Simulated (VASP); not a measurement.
## Ti6S: single point with PBE

The system is Ti6S, a slab with vacuum.

```
CELL_PARAMETERS angstrom
2.83197 0.00000 0.00000
0.00000 4.57935 0.00000
0.00000 0.00000 22.05069
ATOMIC_POSITIONS crystal
Ti 0.50000 0.00000 0.18140
Ti 0.00000 0.50000 0.24135
Ti 0.50000 0.00000 0.30130
Ti 0.50000 0.50000 0.36258
Ti 0.00000 0.00000 0.42082
Ti 0.50000 0.50000 0.47847
S 0.00000 0.90000 0.52388
```

```yaml
Program: VASP 6.6.1
Task: single point
Functional: PBE
Potentials_or_basis: VASP PAW PBE potentials, release 64 (Ti_sv, S)
Cutoff: 520 eV
k_mesh: 9 × 6 × 1
Occupations: gaussian, width 0.1 eV
Spin: no spin polarisation
Dipole_correction: yes
Further_INCAR_settings: ALGO = Normal; EDIFF = 1e-07; NBANDS = 48
```

```yaml
Largest_force: 1.336 eV/Å
Band_gap_on_the_k_mesh: zero (bands 39 and 40 overlap by 0.21 eV)
```

Forces in eV/Å, atoms in the order of the input:
```
Ti   0.000 -0.005  0.393
Ti   0.000 -0.030  0.040
Ti   0.000  0.012 -0.473
Ti   0.000  0.085  0.103
Ti   0.000  0.117 -1.331
Ti   0.000  0.183  1.250
S    0.000 -0.362  0.019
```

Levels at points of the mesh, in eV from the Fermi level:
```
           k point  band 35  band 36  band 37  band 38  band 39  band 40  band 41  band 42  band 43  band 44
(0.00, 0.00, 0.00)    -0.75    -0.55    -0.29    -0.12     0.06     0.10     0.20     0.32     0.44     0.82
(0.00, 0.50, 0.00)    -0.48    -0.44    -0.26    -0.25    -0.15    -0.01     0.15     0.29     0.40     0.58
```

It took 5.8 min on 1 thread of Intel(R) Xeon(R) 6975P-C (Granite Rapids), with other jobs on the host, peak memory 0.46 GiB.
